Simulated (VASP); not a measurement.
Crystal: Co.

```xyz
1
Lattice="0.0000 1.7567 1.7567 1.7567 0.0000 1.7567 1.7567 1.7567 0.0000" Properties=species:S:1:pos:R:3 pbc="T T T"
Co    0.0000    0.0000    0.0000
```

Base run:

| Quantity | Value |
| --- | --- |
| Program | VASP 6.6.1 |
| Functional | r2SCAN |
| Potentials or basis | VASP PAW PBE potentials, release 64 (Co) |
| Cutoff | 520 eV |
| k mesh | 18 × 18 × 18 |
| Occupations | fermi-dirac, width 0.05 eV |
| Spin | collinear spin, ferromagnetic start |
| Starting moments | [2.0] μB |

Its results: pressure -0.3 GPa; net moment 1.82 μB per cell; site moments Co +1.88 μB.

**Question.** After a change of settings the same cell gave: pressure -9.7 GPa; net moment 1.62 μB per cell; site moments Co +1.64 μB. Which change was it?
A. functional from r2SCAN to LDA; potentials or basis from VASP PAW PBE potentials, release 64 (Co) to VASP PAW LDA potentials, release 64 (Co)
B. functional from r2SCAN to PBE; further incar settings from ALGO = Normal; EDIFF = 1e-08; NBANDS = 14 to ALGO = Normal; EDIFF = 1e-06; NBANDS = 14
C. functional from r2SCAN to PBEsol

**Answer.** C.

Caveats: the PAW data sets were made with another functional, which shifts forces and pressure a little.
